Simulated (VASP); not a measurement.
# AlCu3 (P4mm) in VASP: single point with PBEsol

Aim: the single point of AlCu3 with PBEsol.

All numbers are computed with VASP 6.6.1; they aren't measurements. Logs are shortened: lines on timing, memory, paths and dates and some standing lists are left out, and cuts for length are marked.

### 1 The cell of the first run

It takes space group P4mm (No. 99, tetragonal). The conventional cell has a = 3.632 Å, b = 3.632 Å, c = 3.632 Å, α = 90.00°, β = 90.00°, γ = 90.00°. Al (site symmetry 4mm) has 12 Cu at 2.52 to 2.62 Å within 3.3 Å. Within 3.3 Å of Cu (site symmetry 2mm) lie 4 Al at 2.52 to 2.62 Å and 8 Cu at 2.57 Å. Cu (site symmetry 4mm) has 8 Cu at 2.57 Å and 4 Al at 2.57 Å within 3.4 Å.

### 2 Single point, PBEsol (atom 1 (Al) moved +0.075 Å towards its neighbour atom 1 (Al) at 3.632 Å)

INCAR

```
PREC = Accurate
ENCUT = 520
EDIFF = 1E-7
ISMEAR = 0
SIGMA = 0.15
LREAL = False
LASPH = True
NELM = 80
ALGO = Fast
ISIF = 2
LWAVE = False
LCHARG = True
GGA = PS
LELF = True
LVHAR = True
NBANDS = 26
```

KPOINTS

```
regular mesh
0
Gamma
  14 14 14
```

POSCAR

```
AlCu3
1.0
    3.6318704096      0.0000000000      0.0000000000
    0.0000000000      3.6318704096      0.0000000000
    0.0000000000      0.0000000000      3.6318704096
Al Cu
1 3
Direct
   -0.0206505165      0.0000000000      0.0000000000
    0.5000000000      0.5000000000      0.0000000000
    0.5000000000      0.0000000000      0.5000000000
    0.0000000000      0.5000000000      0.5000000000
```

Potentials or basis: VASP PAW PBE potentials, release 64 (Al, Cu).

Launch:

```sh
> cat potpaw_PBE.64/Al/POTCAR potpaw_PBE.64/Cu/POTCAR > POTCAR
> mpirun -np 1 vasp_std > vasp.out
```

OUTCAR:

```text
PREC = Accurate
   ENCUT = 520
   EDIFF = 1E-7
   ISMEAR = 0
   LREAL = False
   LASPH = True
   NELM = 80
   ISIF = 2
   GGA = PS

 ion  position               nearest neighbor table
   1  0.979  0.000  0.000-   2 2.52   3 2.52   3 2.52   2 2.52   4 2.57   4 2.57   4 2.57   4 2.57
                             2 2.62   3 2.62   3 2.62   2 2.62
   2  0.500  0.500  0.000-   1 2.52   1 2.52   4 2.57   3 2.57   4 2.57   3 2.57   3 2.57   3 2.57
                             4 2.57   4 2.57   1 2.62   1 2.62
   3  0.500  0.000  0.500-   1 2.52   1 2.52   4 2.57   2 2.57   2 2.57   2 2.57   4 2.57   2 2.57
                             4 2.57   4 2.57   1 2.62   1 2.62
   4  0.000  0.500  0.500-   2 2.57   3 2.57   2 2.57   3 2.57   2 2.57   3 2.57   2 2.57   3 2.57
                             1 2.57   1 2.57   1 2.57   1 2.57

  LATTYP: Found a simple cubic cell.
 ALAT       =     3.6318704096

  Lattice vectors:

 A1 = (   3.6318704096,   0.0000000000,   0.0000000000)
 A2 = (   0.0000000000,   3.6318704096,   0.0000000000)
 A3 = (   0.0000000000,   0.0000000000,   3.6318704096)

Analysis of symmetry for initial positions (statically):
=====================================================================
 Subroutine PRICEL returns:
 Original cell was already a primitive cell.

 Routine SETGRP: Setting up the symmetry group for a
 simple cubic supercell.

 Subroutine GETGRP returns: Found  8 space group operations
 (whereof  8 operations were pure point group operations)
 out of a pool of 48 trial point group operations.

The static configuration has the point symmetry C_4v.

Analysis of symmetry for dynamics (positions and initial velocities):
=====================================================================
 Subroutine PRICEL returns:
 Original cell was already a primitive cell.

 Routine SETGRP: Setting up the symmetry group for a
 simple cubic supercell.

 Subroutine GETGRP returns: Found  8 space group operations
 (whereof  8 operations were pure point group operations)
 out of a pool of 48 trial point group operations.

The dynamic configuration has the point symmetry C_4v.

 Subroutine INISYM returns: Found  8 space group operations
 (whereof  8 operations are pure point group operations),
 and found     1 'primitive' translations

----------------------------------------------------------------------------------------

                                     Primitive cell

  volume of cell :      47.9061

  direct lattice vectors                    reciprocal lattice vectors
     3.631870410  0.000000000  0.000000000     0.275340221  0.000000000  0.000000000
     0.000000000  3.631870410  0.000000000     0.000000000  0.275340221  0.000000000
     0.000000000  0.000000000  3.631870410     0.000000000  0.000000000  0.275340221

  length of vectors
     3.631870410  3.631870410  3.631870410     0.275340221  0.275340221  0.275340221

  position of ions in fractional coordinates (direct lattice)
     0.979349484  0.000000000  0.000000000
     0.500000000  0.500000000  0.000000000
     0.500000000  0.000000000  0.500000000
     0.000000000  0.500000000  0.500000000

  ion indices of the primitive-cell ions
   primitive index   ion index
                 1           1
                 2           2
                 3           3
                 4           4

----------------------------------------------------------------------------------------

 KPOINTS: regular mesh

Automatic generation of k-mesh.
 Grid dimensions read from file:
 generate k-points for:   14   14   14

 Generating k-lattice:

  Cartesian coordinates                     Fractional coordinates (reciprocal lattice)
     0.019667159  0.000000000  0.000000000     0.071428571  0.000000000  0.000000000
     0.000000000  0.019667159  0.000000000     0.000000000  0.071428571  0.000000000
     0.000000000  0.000000000  0.019667159     0.000000000  0.000000000  0.071428571

  Length of vectors
     0.019667159  0.019667159  0.019667159

  Shift w.r.t. Gamma in fractional coordinates (k-lattice)
     0.000000000  0.000000000  0.000000000

 Subroutine IBZKPT returns following result:
 ===========================================

 Found    288 irreducible k-points:

 Following reciprocal coordinates:
            Coordinates               Weight
  0.000000  0.000000  0.000000      1.000000
  0.071429  0.000000  0.000000      2.000000
  0.000000  0.071429  0.000000      4.000000
  0.142857  0.000000  0.000000      2.000000
  0.000000  0.142857  0.000000      4.000000
  0.214286  0.000000  0.000000      2.000000
[... 16 lines left out ...]
  0.071429  0.000000  0.214286      8.000000
  0.285714  0.071429  0.000000      8.000000
 [... further k-points ...]
   k-points           NKPTS =    288   k-points in BZ     NKDIM =    288   number of bands    NBANDS=     26
   number of dos      NEDOS =    301   number of ions     NIONS =      4
   total plane-waves  NPLWV =  21952
   dimension x,y,z NGX =    28 NGY =   28 NGZ =   28
   dimension x,y,z NGXF=    56 NGYF=   56 NGZF=   56
   ions per type =               1   3
   NGX,Y,Z   is equivalent  to a cutoff of  12.82, 12.82, 12.82 a.u.
   NGXF,Y,Z  is equivalent  to a cutoff of  25.63, 25.63, 25.63 a.u.
 SYSTEM =  unknown system
   PREC   = accura    normal or accurate (medium, high low for compatibility)
   ISTART =      0    job   : 0-new  1-cont  2-samecut
   ICHARG =      2    charge: 1-file 2-atom 10-const
   ISPIN  =      1    spin polarized calculation?
   LNONCOLLINEAR =      F non collinear calculations
   LSORBIT =      F    spin-orbit coupling
   LASPH  =      T    aspherical Exc in radial PAW
   ENCUT  =  520.0 eV  38.22 Ry    6.18 a.u.   6.75  6.75  6.75*2*pi/ulx,y,z
   NELM   =     80;   NELMIN=  2; NELMDL= -5     # of ELM steps
   EDIFF  = 0.1E-06   stopping-criterion for ELM
   LREAL  =      F    real-space projection
   EDIFFG = 0.1E-05   stopping-criterion for IOM
   NSW    =      0    number of steps for IOM
   IBRION =     -1    ionic relax: 0-MD 1-quasi-New 2-CG
   NFREE  =      0    steps in history (QN), initial steepest desc. (CG)
   ISIF   =      2    stress and relaxation
   ISYM   =      2    0-nonsym 1-usesym 2-fastsym
   POTIM  = 0.5000    time-step for ionic-motion
   TEBEG  =    0.0;   TEEND  =   0.0 temperature during run
   PSTRESS=    0.0 pullay stress
   NELECT =      36.0000    total number of electrons
   NUPDOWN=      -1.0000    fix difference up-down
   EMIN   =  10.00;   EMAX   =-10.00  energy-range for DOS
   EFERMI =   0.00;   METHOD = LEGACY
   ISMEAR =     0;   SIGMA  =   0.15  broadening in eV -4-tet -1-fermi 0-gaus
   EFERMI_NEDOS =   21; number of points for ismear=-14 and -15
   IALGO  =     68    algorithm
   IMIX   =      4    mixing-type and parameters
     AMIX     =   0.40;   BMIX     =  1.00
     AMIX_MAG =   1.60;   BMIX_MAG =  1.00
  volume/ion in A,a.u.               =      11.98        80.82
  Fermi-wavevector in a.u.,A,eV,Ry     =   1.488374  2.812618 30.140391  2.215256
  Thomas-Fermi vector in A             =   2.601416
   LORBIT       =      0    0 simple, 1 ext, 2 COOP (PROOUT), +10 PAW based schemes
   GGA     = PS    functional components
   LHFCALC =     F    Hartree Fock is set to
   AEXX    =    0.0000 exact exchange contribution
   IVDW    =     0    specifies the selected vdW correction
   LEPSILON=     F    determine dielectric tensor
   LRPA    =     F    only Hartree local field effects (RPA)
 non-spin polarized calculation
 RMM-DIIS sequential band-by-band and
 Gauss-broadening in eV      SIGMA  =   0.15
  energy-cutoff  :      520.00
  volume of cell :       47.91
 maximum number of plane-waves:      1328
 NGX is ok and might be reduce to    28
   NGX = 13   NGY = 13   NGZ = 13

 number of electron      35.9999975 magnetization

 Free energy of the ion-electron system (eV)
  ---------------------------------------------------
  ext. energy  EPLUGINS =         0.00000000
  ---------------------------------------------------
  free energy    TOTEN  =       -17.75911619 eV

  energy without entropy =      -17.74522549  energy(sigma->0) =      -17.75217084

 E-fermi :   8.6385     XC(G=0): -12.5008

 val. band max:        8.6370314196   @ k =   0.0000   0.0714   0.0714
 cond. band min:       8.6436665613   @ k =   0.0714   0.5000   0.2857
 fundamental gap:      0.0066351417
 Fermi energy:         8.6384764653

 k-point     1 :       0.0000    0.0000    0.0000
  band No.  band energies     occupation
      1      -2.0966      2.00000
      2       3.1897      2.00000
      3       3.7526      2.00000
      4       3.7659      2.00000
      5       4.0310      2.00000
      6       4.0322      2.00000
[... 18 lines left out ...]
     25      19.2131      0.00000
     26      20.4501      0.00000

 k-point     2 :       0.0714    0.0000    0.0000
  band No.  band energies     occupation
      1      -2.0371      2.00000
      2       3.2067      2.00000
      3       3.7270      2.00000
      4       3.7979      2.00000
      5       4.0408      2.00000
      6       4.0408      2.00000
[... 18 lines left out ...]
     25      18.9959      0.00000
     26      20.1265      0.00000

 k-point     3 :       0.0000    0.0714    0.0000
  band No.  band energies     occupation
      1      -2.0370      2.00000
      2       3.2064      2.00000
      3       3.7362      2.00000
      4       3.7885      2.00000
      5       4.0385      2.00000
      6       4.0413      2.00000
[... 18 lines left out ...]
     25      18.9872      0.00000
     26      20.0554      0.00000

 k-point     4 :       0.1429    0.0000    0.0000
  band No.  band energies     occupation
      1      -1.8592      2.00000
      2       3.2395      2.00000
      3       3.6487      2.00000
      4       3.8911      2.00000
      5       4.0658      2.00000
      6       4.0658      2.00000
[... 18 lines left out ...]
     25      18.4587      0.00000
     26      19.3893      0.00000

 k-point     5 :       0.0000    0.1429    0.0000
  band No.  band energies     occupation
      1      -1.8591      2.00000
      2       3.2381      2.00000
      3       3.6586      2.00000
      4       3.8810      2.00000
      5       4.0635      2.00000
      6       4.0675      2.00000
[... 18 lines left out ...]
     25      18.4320      0.00000
     26      19.3726      0.00000

 k-point     6 :       0.2143    0.0000    0.0000
  band No.  band energies     occupation
      1      -1.5656      2.00000
      2       3.1685      2.00000
      3       3.5772      2.00000
      4       4.0370      2.00000
      5       4.1051      2.00000
      6       4.1051      2.00000
[... 427 lines left out ...]
 k-point    21 :       0.2143    0.0714    0.0000
  band No.  band energies     occupation
      1      -1.5073      2.00000
      2       3.1981      2.00000
      3       3.5891      2.00000
      4       4.0224      2.00000
      5       4.0805      2.00000
      6       4.1104      2.00000
[... 18 lines left out ...]
     25      18.1449      0.00000
     26      19.1284      0.00000

 k-point    22 :       0.0000    0.2143    0.0714
  band No.  band energies     occupation
      1      -1.5070      2.00000
      2       3.1959      2.00000
      3       3.5989      2.00000
      4       4.0105      2.00000
      5       4.0851      2.00000
      6       4.1096      2.00000
[... 18 lines left out ...]
     25      18.1139      0.00000
     26      19.1212      0.00000

 k-point    23 :       0.0714    0.0000    0.2143
  band No.  band energies     occupation
      1      -1.5070      2.00000
      2       3.1958      2.00000
      3       3.5984      2.00000
      4       4.0132      2.00000
      5       4.0807      2.00000
      6       4.1126      2.00000
[... 18 lines left out ...]
     25      18.1179      0.00000
     26      19.1542      0.00000

 k-point    24 :       0.2857    0.0714    0.0000
  band No.  band energies     occupation
      1      -1.1039      2.00000
      2       2.8307      2.00000
      3       3.6484      2.00000
      4       4.1260      2.00000
      5       4.1374      2.00000
      6       4.2205      2.00000
[... 18 lines left out ...]
     25      18.1411      0.00000
     26      18.6021      0.00000

 [... further k-points ...]

------------------------ aborting loop because EDIFF is reached ----------------------------------------

  FORCE on cell =-STRESS in cart. coord.  units (eV):
  Direction    XX          YY          ZZ          XY          YZ          ZX
  --------------------------------------------------------------------------------------
  -------------------------------------------------------------------------------------
  Total        0.1567385      0.1662408      0.1662408     -0.0000000      0.0000000      0.0000000
  in kB        5.2419783      5.5597736      5.5597736     -0.0000000      0.0000000      0.0000000
  external PRESSURE =       5.4538419 kB  Pullay stress =       0.0000000 kB

 VOLUME and BASIS-vectors are now :
 -----------------------------------------------------------------------------
  energy-cutoff  :      520.00
  volume of cell :       47.91
      direct lattice vectors                 reciprocal lattice vectors
     3.631870410  0.000000000  0.000000000     0.275340221  0.000000000  0.000000000
     0.000000000  3.631870410  0.000000000     0.000000000  0.275340221  0.000000000
     0.000000000  0.000000000  3.631870410     0.000000000  0.000000000  0.275340221

 POSITION                                       TOTAL-FORCE (eV/Angst)
 -----------------------------------------------------------------------------------
      3.55687      0.00000      0.00000         0.552703      0.000000      0.000000
      1.81594      1.81594      0.00000        -0.265469      0.000000     -0.000000
      1.81594      0.00000      1.81594        -0.265469     -0.000000     -0.000000
      0.00000      1.81594      1.81594        -0.021765      0.000000     -0.000000
 -----------------------------------------------------------------------------------
    total drift:                                0.000159      0.000000     -0.000000

  FREE ENERGIE OF THE ION-ELECTRON SYSTEM (eV)
  ---------------------------------------------------
  free  energy   TOTEN  =       -17.7591161858 eV

  energy  without entropy=      -17.7452254865  energy(sigma->0) =      -17.75217084
```

Wall time 12 min (1 thread of Intel Xeon 8259CL, shared host); peak memory 0.39 GiB.

Results:

```
Free energy            : -17.7591 eV
Pressure               : 0.5 GPa
Largest force          : 0.553 eV/Å
Band gap on the k mesh : zero (band 18 reaches 12.43 eV, above the bottom of band 19 at 6.80 eV)
```

Forces in eV/Å, atoms in the order of the input:
```
Al   0.553  0.000  0.000
Cu  -0.265  0.000  0.000
Cu  -0.265  0.000  0.000
Cu  -0.022  0.000  0.000
```

Caveat: the cell differs from its parent crystal (atom 1 (Al) moved +0.075 Å towards its neighbour atom 1 (Al) at 3.632 Å); the PAW data sets were made with another functional, which shifts forces and pressure a little.
